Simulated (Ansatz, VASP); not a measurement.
Sn5As3: VASP beside Ansatz

```
CELL_PARAMETERS angstrom
4.74829 0.00000 0.00000
0.00000 4.03123 0.00000
0.00000 0.00000 10.47615
ATOMIC_POSITIONS crystal
Sn 0.00000 0.00000 0.50000
Sn 0.00000 0.00000 0.00000
Sn 0.50000 0.50000 0.00000
Sn 0.50000 0.00000 0.71956
Sn 0.50000 0.00000 0.28044
As 0.00000 0.50000 0.79029
As 0.00000 0.50000 0.20971
As 0.50000 0.50000 0.50000
```

Change from the starting cell: species swapped into the Ti3Al5 type (Pmmm, No. 47).

Alike in both runs: functional PBE; k mesh 4 × 4 × 2; occupations gaussian, width 0.2 eV; no spin polarisation.

Ansatz relaxed the structure, and its values are those at the end. VASP's run is a single point on that final structure, the one shown.

```csv
,VASP,Ansatz
version,VASP 6.6.1,Ansatz 0.2.0
potentials or method,"VASP PAW PBE potentials, release 64 (Sn_d, As), cutoff 520 eV","scalar-relativistic, plane waves, PAW"
valence electrons in the cell,85,115
```

|  | VASP | Ansatz | Ansatz less VASP |
| --- | --- | --- | --- |
| gap on the k mesh at the Fermi level (eV) | none | none | - |
| pressure (GPa) | 0.0 | 0.0 | +0.01 |
| rms of the force components (eV/Å) | 0.006 | 0.007 | +0.0016 |

A gap of «none» marks a metal or a gap that the smearing closes. The functional is the same, so the differences come from potentials, cutoffs and numerics. VASP's potentials hold 85 valence electrons a cell and Ansatz's 115, so a difference there can come from the potentials and not from the codes.

The k mesh is coarse, so the values compare programs but aren't converged.
